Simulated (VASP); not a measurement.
## Al6N: single point with PBE

System: Al6N, a slab with vacuum.

```
Al N
1.0
     5.71430    0.00000    0.00000
     0.00000    5.71430    0.00000
     0.00000    0.00000   22.17502
Al N
12 2
Direct
  0.25000 0.25000 0.18038
  0.25000 0.75000 0.18038
  0.75000 0.25000 0.18038
  0.75000 0.75000 0.18038
  0.00000 0.00000 0.27441
  0.00000 0.50000 0.27441
  0.50000 0.00000 0.27441
  0.50000 0.50000 0.27441
  0.25000 0.25000 0.36866
  0.25000 0.75000 0.36866
  0.75000 0.25000 0.36866
  0.75000 0.75000 0.36866
  0.38896 0.50000 0.44803
  0.61104 0.50000 0.44803
```

| Item | Value |
| --- | --- |
| Program | VASP 6.6.1 |
| Task | single point |
| Functional | PBE |
| Potentials or basis | VASP PAW PBE potentials, release 64 (Al, N) |
| Cutoff | 520 eV |
| k mesh | 5 × 5 × 1 |
| Occupations | gaussian, width 0.1 eV |
| Spin | no spin polarisation |
| Dipole correction | yes |
| Further INCAR settings | ALGO = Normal; EDIFF = 1e-06; NBANDS = 36 |

```yaml
Largest_force: 3.982 eV/Å
Band_gap_on_the_k_mesh: zero (bands 23 and 24 overlap by 0.58 eV)
```

Forces in eV/Å, atoms in the order of the input:
```
Al  -0.071 -0.041  0.009
Al  -0.071  0.041  0.009
Al   0.071 -0.041  0.009
Al   0.071  0.041  0.009
Al   0.000  0.000 -0.030
Al   0.000  0.000 -0.017
Al   0.000  0.000 -0.025
Al   0.000  0.000  0.262
Al  -0.233 -0.205  0.179
Al  -0.233  0.205  0.179
Al   0.233 -0.205  0.179
Al   0.233  0.205  0.179
N    3.954  0.000 -0.472
N   -3.954  0.000 -0.472
```

Levels at points of the mesh, in eV from the Fermi level:
```csv
k point,band 19,band 20,band 21,band 22,band 23,band 24,band 25,band 26,band 27,band 28
"(0.00, 0.00, 0.00)",-1.29,-0.98,-0.90,-0.60,-0.48,-0.29,-0.11,-0.05,-0.03,0.56
```

It took 14 min on 1 thread of Intel(R) Xeon(R) Platinum 8259CL CPU @ 2.50GHz (Skylake/Cascade Lake), with other jobs on the host, peak memory 0.7 GiB.
